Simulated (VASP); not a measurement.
# CoSi3 (Fm-3m) in VASP: further runs, part 2 of 2

VASP 6.6.1. Earlier steps stand in the parts before.

### 5 Single point, PBE, collinear spin, ferromagnetic start

INCAR

```
SYSTEM = CoSi3
ALGO = Normal
EDIFF = 1E-7
ENCUT = 520
GGA = PE
ISIF = 2
ISMEAR = 0
ISPIN = 2
LASPH = .TRUE.
LCHARG = .FALSE.
LMAXMIX = 4
LORBIT = 11
LREAL = .FALSE.
LWAVE = .FALSE.
MAGMOM = 0.16 0.16 0.23 1.68
NBANDS = 22
NELM = 150
NUPDOWN = 2.25
PREC = Accurate
SIGMA = 0.1
```

KPOINTS

```
k-points
0
G
  12 12 12
  0 0 0
```

POSCAR

```
CoSi3
1.0
    0.0000000000      2.9483370208      2.9483370208
    2.9483370208      0.0000000000      2.9483370208
    2.9483370208      2.9483370208      0.0000000000
Si Co
3 1
Direct
    0.2500000000      0.2500000000      0.2500000000
    0.7500000000      0.7500000000      0.7500000000
    0.5000000000      0.5000000000      0.5000000000
    0.0000000000      0.0000000000      0.0000000000
```

Potentials or basis: VASP PAW PBE potentials, release 64 (Si, Co).

The run is started by

```bash
$ cat potpaw_PBE.64/Si/POTCAR potpaw_PBE.64/Co/POTCAR > POTCAR
$ mpirun -np 1 vasp_std > vasp.out
```

OUTCAR:

```text
SYSTEM = CoSi3
   EDIFF = 1E-7
   ENCUT = 520
   GGA = PE
   ISIF = 2
   ISMEAR = 0
   ISPIN = 2
   LASPH = .TRUE.
   LORBIT = 11
   LREAL = .FALSE.
   NELM = 150
   NUPDOWN = 2.25
   PREC = Accurate

 ion  position               nearest neighbor table
   1  0.250  0.250  0.250-   4 2.55   3 2.55   4 2.55   3 2.55   4 2.55   4 2.55   3 2.55   3 2.55
                             2 2.95   2 2.95   2 2.95   2 2.95   2 2.95   2 2.95
   2  0.750  0.750  0.750-   3 2.55   4 2.55   3 2.55   3 2.55   4 2.55   3 2.55   4 2.55   4 2.55
                             1 2.95   1 2.95   1 2.95   1 2.95   1 2.95   1 2.95
   3  0.500  0.500  0.500-   1 2.55   2 2.55   1 2.55   1 2.55   2 2.55   1 2.55   2 2.55   2 2.55
                             4 2.95   4 2.95   4 2.95   4 2.95   4 2.95   4 2.95
   4  0.000  0.000  0.000-   2 2.55   1 2.55   2 2.55   1 2.55   2 2.55   2 2.55   1 2.55   1 2.55
                             3 2.95   3 2.95   3 2.95   3 2.95   3 2.95   3 2.95

  LATTYP: Found a face centered cubic cell.
 ALAT       =     5.8966740416

  Lattice vectors:

 A1 = (   0.0000000000,   2.9483370208,   2.9483370208)
 A2 = (   2.9483370208,   0.0000000000,   2.9483370208)
[... 1407 lines left out ...]
 [... further k-points ...]
[... 5 lines left out ...]
  --------------------------------------------------------------------------------------
  -------------------------------------------------------------------------------------
  Total        0.7160486      0.7160486      0.7160486     -0.0000000      0.0000000     -0.0000000
  in kB       22.3816288     22.3816288     22.3816288     -0.0000000      0.0000000     -0.0000000
  external PRESSURE =      22.3816288 kB  Pullay stress =       0.0000000 kB

 VOLUME and BASIS-vectors are now :
 -----------------------------------------------------------------------------
  energy-cutoff  :      520.00
  volume of cell :       51.26
      direct lattice vectors                 reciprocal lattice vectors
     0.000000000  2.948337021  2.948337021    -0.169587125  0.169587125  0.169587125
     2.948337021  0.000000000  2.948337021     0.169587125 -0.169587125  0.169587125
     2.948337021  2.948337021  0.000000000     0.169587125  0.169587125 -0.169587125

 POSITION                                       TOTAL-FORCE (eV/Angst)
 -----------------------------------------------------------------------------------
      1.47417      1.47417      1.47417         0.000000     -0.000000      0.000000
      4.42251      4.42251      4.42251        -0.000000      0.000000     -0.000000
      2.94834      2.94834      2.94834        -0.000000     -0.000000     -0.000000
      0.00000      0.00000      0.00000        -0.000000     -0.000000     -0.000000
 -----------------------------------------------------------------------------------
    total drift:                                0.000000     -0.000000      0.000000

  FREE ENERGIE OF THE ION-ELECTRON SYSTEM (eV)
  ---------------------------------------------------
  free  energy   TOTEN  =       -21.6298645286 eV

  energy  without entropy=      -21.6196724479  energy(sigma->0) =      -21.62476849

 total charge

# of ion       s       p       d       tot
------------------------------------------
    1        0.805   0.761   0.000   1.566
    2        0.805   0.761   0.000   1.566
    3        0.808   0.763   0.000   1.570
    4        0.422   0.448   7.355   8.225
--------------------------------------------------
tot          2.839   2.733   7.355  12.927

 magnetization (x)

# of ion       s       p       d       tot
------------------------------------------
    1        0.056   0.053   0.000   0.110
    2        0.056   0.053   0.000   0.110
    3        0.049   0.099   0.000   0.149
    4        0.014   0.026   1.464   1.504
--------------------------------------------------
tot          0.176   0.232   1.464   1.872
```

Run time: 65 s. Hardware: 1 thread of Intel Xeon 6975P-C (Granite Rapids), shared host; peak memory 0.28 GiB.

Results:

```
Free energy                                           : -21.6299 eV
Pressure                                              : 2.2 GPa
Net moment                                            : 2.25 μB per cell
Site moments                                          : Si +0.11, +0.15; Co +1.50 μB
Valence electrons inside the program's atomic spheres : Si 1.57; Co 8.22
```

Caveat: the total moment is fixed, so each spin has its own Fermi level.

### 6 Single point, PBE, collinear spin, ferromagnetic start

INCAR

```
  PREC = Accurate
  ENCUT = 520
  EDIFF = 1E-7
  ISMEAR = 0
  SIGMA = 0.1
  LREAL = False
  LASPH = True
  NELM = 150
  ALGO = Normal
  ISIF = 2
  LWAVE = False
  LCHARG = False
  ISPIN = 2
  MAGMOM = 0.2 0.2 0.28 1.84
  LORBIT = 11
  NUPDOWN = 2.62
  LMAXMIX = 4
  GGA = PE
  NBANDS = 22
```

KPOINTS

```
regular mesh
0
Gamma
  12 12 12
```

POSCAR is that of step 5.

Potentials or basis: VASP PAW PBE potentials, release 64 (Si, Co).

The run is started by

```bash
$ cat potpaw_PBE.64/Si/POTCAR potpaw_PBE.64/Co/POTCAR > POTCAR
$ mpirun -np 1 vasp_std > vasp.out
```

It took 63 s on 1 thread of Intel Xeon 6975P-C (Granite Rapids), shared host; peak memory 0.28 GiB.

Results (log left out):

```yaml
Free_energy: -21.3810 eV
Pressure: 3.5 GPa
Net_moment: 2.62 μB per cell
Site_moments: Si +0.14, +0.18; Co +1.65 μB
Valence_electrons_inside_the_program's_atomic_spheres: Si 1.57; Co 8.21
```

Caveat: the total moment is fixed, so each spin has its own Fermi level.

### 7 The runs side by side

```tsv
fixed moment (μB)	cell	pressure (GPa)	moment (μB)
1.88	a = 4.170 Å, angles 60.0°, 4 atoms	1.3	1.88
-	a = 4.304 Å, angles 60.0°, 4 atoms	-10.2	0.11
2.25	a = 4.170 Å, angles 60.0°, 4 atoms	2.2	2.25
2.62	a = 4.170 Å, angles 60.0°, 4 atoms	3.5	2.62
```

Alike in all rows: task single point; level PBE; potentials or basis VASP PAW PBE potentials, release 64 (Si, Co); spin collinear, ferromagnetic start; k mesh 12 × 12 × 12; cutoff (eV) 520; smearing gaussian 0.1 eV.

Caveats: the total moment is fixed, so each spin has its own Fermi level (some runs).

Total energies depend on the potentials used, so only differences within one code and one set of settings carry meaning.
